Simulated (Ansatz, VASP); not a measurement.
## Two plane-wave programs on Be

The input INCAR:

```
PREC = Accurate
ENCUT = 520
EDIFF = 1E-6
ISMEAR = -1
SIGMA = 0.1
LREAL = F
LASPH = T
NELM = 80
ALGO = Normal
ISIF = 2
LWAVE = F
LCHARG = F
GGA = PE
NBANDS = 7
```

The input KPOINTS:

```
Automatic mesh
0
Gamma
  28 28 28
```

POSCAR

```
Be
1.0
    0.0000000000      1.5999732425      1.5999732425
    1.5999732425      0.0000000000      1.5999732425
    1.5999732425      1.5999732425      0.0000000000
Be
1
Direct
    0.0000000000      0.0000000000      0.0000000000
```

Input for Ansatz:

```yaml
crystal:
  lattice:
    - [0.0, 1.5999732425, 1.5999732425]
    - [1.5999732425, 0.0, 1.5999732425]
    - [1.5999732425, 1.5999732425, 0.0]
  atoms:
    - { symbol: Be, position: [0.0, 0.0, 0.0] }
hamiltonian:
  xc: pbe
  pseudopotentials:
    kind: paw
    azcp:
      Be: "pseudopotentials/Be.paw.azcp"
basis:
  ecutwfc: 420
  fft_grid_basis: typed
kpoints:
  mp_grid: { grid: [28, 28, 28], shift: [0, 0, 0] }
magnetization:
  spin_polarized: false
scf:
  occupations: { method: fermi_dirac, width: 0.1 }
output:
  stress: true
```

Alike in both runs: task single point; functional PBE; k mesh 28 × 28 × 28; occupations fermi-dirac, width 0.1 eV; no spin polarisation.

|  | VASP | Ansatz |
| --- | --- | --- |
| version | VASP 6.6.1 | Ansatz 0.2.0 |
| potentials or method | VASP PAW PBE potentials, release 64 (Be), cutoff 520 eV | plane waves (420 eV) with PAW, scalar-relativistic |
| valence electrons in the cell | 2 | 2 |

VASP gave:

* pressure (GPa): -4.2

Task: What did Ansatz give for the same quantities?

Result: Pressure (GPa): -4.3.
